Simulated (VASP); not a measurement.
Sn23O47 (a cell with a defect), 70 atoms in the cell. The cell holds a defect, 70 atoms: a = 9.538 Å, b = 9.538 Å, c = 9.636 Å, α = 90.00°, β = 90.00°, γ = 90.00°. 

```yaml
Program: VASP 6.6.1
Task: single point
Functional: PBEsol
Potentials_or_basis: VASP PAW PBE potentials, release 64 (Sn_d, O)
Cutoff: 520 eV
k_mesh: 1 × 1 × 1, shifted
Occupations: fermi-dirac, width 0.05 eV
Spin: no spin polarisation
Dipole_correction: no
Further_INCAR_settings: LREAL = Auto; ALGO = Normal; EDIFF = 1e-06; NBANDS = 343; ISYM = -1
```

Potentials or basis: VASP PAW PBE potentials, release 64 (Sn_d, O).

Run with:

```console
$ cat potpaw_PBE.64/Sn_d/POTCAR potpaw_PBE.64/O/POTCAR > POTCAR
$ mpirun -np 1 vasp_std > vasp.out
```

Hardware: 1 thread of Intel Xeon 8259CL, on a shared host.

Question: How long does it take, and how much memory?

Answer: It took 37 min on 1 thread of Intel Xeon 8259CL (shared host), peak memory 0.84 GiB. Counts: scf iterations 29, k points 1.
